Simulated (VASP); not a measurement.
Set up this calculation in VASP 6.6.1, as the native input.

- Task: single point
- Functional: PBE
- Potentials or basis: VASP PAW PBE potentials, release 64 (N, Ga_d, As)
- Cutoff: 520 eV
- k mesh: 8 × 8 × 4
- Occupations: fermi-dirac, width 0.02 eV
- Spin: no spin polarisation
- Dipole correction: no
- Further INCAR settings: ALGO = Normal; EDIFF = 1e-07; NBANDS = 46

The structure of Ga4AsN3 lies in POSCAR:

```
Ga4AsN3
1.0
    3.4214109967      0.0000000000      0.0000000000
    0.0000000000      3.4214109967      0.0000000000
    0.0000000000      0.0000000000      9.7225976455
N Ga As
3 4 1
Direct
    0.0000000000      0.0000000000      0.2185437001
    0.5000000000      0.5000000000      0.0000000000
    0.0000000000      0.0000000000      0.7814562999
    0.0000000000      0.5000000000      0.1090486983
    0.5000000000      0.0000000000      0.8909513017
    0.0000000000      0.5000000000      0.6704808646
    0.5000000000      0.0000000000      0.3295191354
    0.5000000000      0.5000000000      0.5000000000
```

These files were run (other wordings do the same):

INCAR

```
SYSTEM = Ga4AsN3
ALGO     = Normal         ! electronic algorithm
EDIFF    = 1E-7           ! SCF threshold, eV
ENCUT    = 520            ! plane-wave cutoff, eV
GGA      = PE             ! functional
ISIF     = 2              ! what is computed and relaxed
ISMEAR   = -1             ! smearing method
LASPH    = .TRUE.         ! aspherical terms in the spheres
LCHARG   = .FALSE.        ! write CHGCAR
LREAL    = .FALSE.        ! projectors in reciprocal space
LWAVE    = .FALSE.        ! write WAVECAR
NBANDS   = 46             ! bands
NELM     = 60             ! most SCF steps
PREC     = Accurate       ! precision mode
SIGMA    = 0.02           ! smearing width, eV
```

KPOINTS

```
k-points
0
G
  8 8 4
  0 0 0
```

Potentials or basis: VASP PAW PBE potentials, release 64 (N, Ga_d, As).

Run with:

```bash
$ cat potpaw_PBE.64/N/POTCAR potpaw_PBE.64/Ga_d/POTCAR potpaw_PBE.64/As/POTCAR > POTCAR
$ mpirun -np 1 vasp_std > vasp.out
```

Results of the run:

The pressure is 0.2 GPa. The largest force is 0.007 eV/Å and the band gap on the k mesh is zero (bands 36 and 37 overlap by 0.54 eV).

Caveat: semilocal functionals underestimate gaps, and a narrow one can read as zero.

Wall time 4.5 min on 1 thread of Intel(R) Xeon(R) Platinum 8259CL CPU @ 2.50GHz (Skylake/Cascade Lake), with other jobs on the host, peak memory 0.34 GiB.
